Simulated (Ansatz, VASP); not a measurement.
This is a calculation of Hf2Pd2Se2Br2O3 for Ansatz 0.2.0.

Contents of input.yaml:

```yaml
crystal:
  lattice:
    - [5.60663, -0.09346, -0.01409]
    - [1.61393, 5.33512, 0.00251]
    - [1.36916, 1.91529, 8.31543]
  atoms:
    - { symbol: Hf, position: [0.23317, 0.65161, 0.02284] }
    - { symbol: Hf, position: [0.76683, 0.34839, 0.97716] }
    - { symbol: Pd, position: [0.0, 0.5, 0.5] }
    - { symbol: Pd, position: [0.0, 0.0, 0.5] }
    - { symbol: Se, position: [0.02419, 0.33917, 0.25331] }
    - { symbol: Se, position: [0.97581, 0.66083, 0.74669] }
    - { symbol: Br, position: [0.5, 0.5, 0.5] }
    - { symbol: Br, position: [0.5, 0.0, 0.5] }
    - { symbol: O, position: [0.44792, 0.35724, 0.92101] }
    - { symbol: O, position: [0.55208, 0.64276, 0.07899] }
    - { symbol: O, position: [0.0, 0.0, 0.0] }
hamiltonian:
  xc: pbe
  pseudopotentials: { kind: paw }
kpoints:
  mp_grid: { grid: [5, 5, 4] }
scf:
  occupations: { method: fermi_dirac, width: 0.05 }
output:
  forces: true
  stress: true
  eigenvalues: true
```

Potentials or basis: Ansatz PAW.

Launch:

```sh
$ ansatz run input.yaml --threads 8 --pin off --max-ram 20480MiB --backend cpu --events-out ev --progress --plain --runs-dir out
```

Task: Translate it to VASP 6.6.1. Potentials there: VASP PAW PBE potentials, release 64 (Hf_pv, Pd, Se, Br, O).

Result: As run (the cutoff follows the program's own potentials):

The input INCAR:

```
SYSTEM = Hf2Pd2Se2Br2O3
ALGO = Normal
EDIFF = 1E-6
ENCUT = 520
GGA = PE
ISIF = 2
ISMEAR = -1
LASPH = .TRUE.
LCHARG = .FALSE.
LREAL = .FALSE.
LWAVE = .FALSE.
NBANDS = 53
NELM = 100
PREC = Accurate
SIGMA = 0.05
```

The input KPOINTS:

```
k-points
0
G
  5 5 4
  0 0 0
```

The input POSCAR:

```
Hf2Pd2Se2Br2O3
1.0
    5.6066300000     -0.0934600000     -0.0140900000
    1.6139300000      5.3351200000      0.0025100000
    1.3691600000      1.9152900000      8.3154300000
Hf Pd Se Br O
2 2 2 2 3
Direct
    0.2331700000      0.6516100000      0.0228400000
    0.7668300000      0.3483900000      0.9771600000
    0.0000000000      0.5000000000      0.5000000000
    0.0000000000      0.0000000000      0.5000000000
    0.0241900000      0.3391700000      0.2533100000
    0.9758100000      0.6608300000      0.7466900000
    0.5000000000      0.5000000000      0.5000000000
    0.5000000000      0.0000000000      0.5000000000
    0.4479200000      0.3572400000      0.9210100000
    0.5520800000      0.6427600000      0.0789900000
    0.0000000000      0.0000000000      0.0000000000
```

Potentials or basis: VASP PAW PBE potentials, release 64 (Hf_pv, Pd, Se, Br, O).

The run is started by

```sh
$ cat potpaw_PBE.64/Hf_pv/POTCAR potpaw_PBE.64/Pd/POTCAR potpaw_PBE.64/Se/POTCAR potpaw_PBE.64/Br/POTCAR potpaw_PBE.64/O/POTCAR > POTCAR
$ mpirun -np 1 vasp_std > vasp.out
```

Both were run:

|  | VASP | Ansatz | Ansatz less VASP |
| --- | --- | --- | --- |
| gap on the k mesh at the Fermi level (eV) | none | none | - |
| pressure (GPa) | -0.5 | -0.1 | +0.41 |
| traceless stress, the component that is largest in VASP (GPa) | -1.08 | -0.89 | +0.192 |
| rms of the force components (eV/Å) | 0.043 | 0.013 | -0.0304 |

Atom by atom the forces differ by 0.047 eV/Å (rms over components). A gap of «none» marks a metal or a gap that the smearing closes. The functional is the same, so the differences come from potentials, cutoffs and numerics. VASP's potentials hold 84 valence electrons a cell and Ansatz's 152, so a difference there can come from the potentials and not from the codes.

Neither program's run includes spin-orbit coupling.
